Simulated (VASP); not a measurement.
Set up this calculation in VASP 6.6.1, as the native input.

* Task: single point
* Functional: PBE
* Dispersion: D3(BJ)
* Potentials or basis: VASP PAW PBE potentials, release 64 (C)
* Cutoff: 520 eV
* k mesh: 18 × 18 × 12
* Occupations: gaussian, width 0.1 eV
* Spin: no spin polarisation
* Dipole correction: no
* Further INCAR settings: ALGO = Normal; EDIFF = 1e-06; NBANDS = 11

The structure of C lies in POSCAR:

```
C
1.0
    2.4686456001      0.0000000000      0.0000000000
   -1.2343228001      2.1379098026      0.0000000000
    0.0000000000      0.0000000000      3.9117562508
C
2
Direct
    0.3333333333      0.6666666667      0.0000000000
    0.6666666667      0.3333333333      0.0000000000
```

The input as run:

INCAR

```
SYSTEM = C
PREC = Accurate ; ENCUT = 520
EDIFF = 1E-6 ; ISMEAR = 0
SIGMA = 0.1 ; LREAL = .False.
LASPH = .True. ; NELM = 80
ALGO = Normal ; ISIF = 2
LWAVE = .False. ; LCHARG = .True.
GGA = PE ; IVDW = 12
LELF = .True. ; LVHAR = .True.
NBANDS = 11
```

KPOINTS

```
regular mesh
0
Gamma
  18 18 12
  0 0 0
```

Potentials or basis: VASP PAW PBE potentials, release 64 (C).

The run is started by

```sh
$ cat potpaw_PBE.64/C/POTCAR > POTCAR
$ mpirun -np 1 vasp_std > vasp.out
```

Results of the run:

- Pressure: -1.1 GPa
- Band gap on the k mesh: zero (bands 4 and 5 overlap by 0.50 eV)
- Dispersion energy per atom: -0.130 eV

It took 24 s on 1 thread of AMD EPYC 9R45 96-Core Processor (Zen 5) (shared host), peak memory 0.13 GiB.
